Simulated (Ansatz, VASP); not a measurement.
Si3N4 in VASP and in Ansatz

Contents of INCAR:

```
ALGO = Normal
EDIFF = 1E-6
ENCUT = 520
GGA = PE
ISIF = 2
ISMEAR = 0
LASPH = True
LCHARG = False
LREAL = False
LWAVE = False
NBANDS = 25
NELM = 80
PREC = Accurate
SIGMA = 0.1
```

Contents of KPOINTS:

```
k-points
0
Gamma
  4 4 6
```

The input POSCAR:

```
Si3N4
1.0
    3.2542279100     -4.4670753600      0.0000000000
    3.2542279100      4.4670753600      0.0000000000
    0.0000000000      0.0000000000      3.1180597600
Si N
3 4
Direct
    0.5000000000      0.0000000000      0.5000000000
    0.0000000000      0.5000000000      0.5000000000
    0.0000000000      0.0000000000      0.0000000000
    0.7937246600      0.7937246600      0.5000000000
    0.2062753400      0.2062753400      0.5000000000
    0.2277248000      0.7722752000      0.0000000000
    0.7722752000      0.2277248000      0.0000000000
```

Input for Ansatz:

```yaml
crystal:
  lattice:
    - [3.25422791, -4.46707536, 0.0]
    - [3.25422791, 4.46707536, 0.0]
    - [0.0, 0.0, 3.11805976]
  atoms:
    - { symbol: Si, position: [0.5, 0.0, 0.5] }
    - { symbol: Si, position: [0.0, 0.5, 0.5] }
    - { symbol: Si, position: [0.0, 0.0, 0.0] }
    - { symbol: "N", position: [0.79372466, 0.79372466, 0.5] }
    - { symbol: "N", position: [0.20627534, 0.20627534, 0.5] }
    - { symbol: "N", position: [0.2277248, 0.7722752, 0.0] }
    - { symbol: "N", position: [0.7722752, 0.2277248, 0.0] }
basis:
  ecutwfc: 420
kpoints:
  mp_grid: { grid: [4, 4, 6] }
hamiltonian:
  xc: pbe
scf:
  occupations: { method: gaussian, width: 0.1 }
  lower_state_search: "off"
output:
  forces: true
  stress: true
  eigenvalues: true
```

Change from the starting cell: species swapped into the Ni3O4 type (Cmmm, No. 65).

Alike in both runs: task single point; functional PBE; k mesh 4 × 4 × 6; occupations gaussian, width 0.1 eV; no spin polarisation.

|  | VASP | Ansatz |
| --- | --- | --- |
| version | VASP 6.6.1 | Ansatz 0.2.0 |
| potentials or method | VASP PAW PBE potentials, release 64 (Si, N), cutoff 520 eV | scalar-relativistic, plane waves, PAW |
| valence electrons in the cell | 32 | 32 |

```csv
,VASP,Ansatz,Ansatz less VASP
gap on the k mesh at the Fermi level (eV),none,none,-
rms of the force components (eV/Å),0.625,0.625,+0.0007
```

Atom by atom the forces differ by 0.001 eV/Å (rms over components). A gap of «none» marks a metal or a gap that the smearing closes.
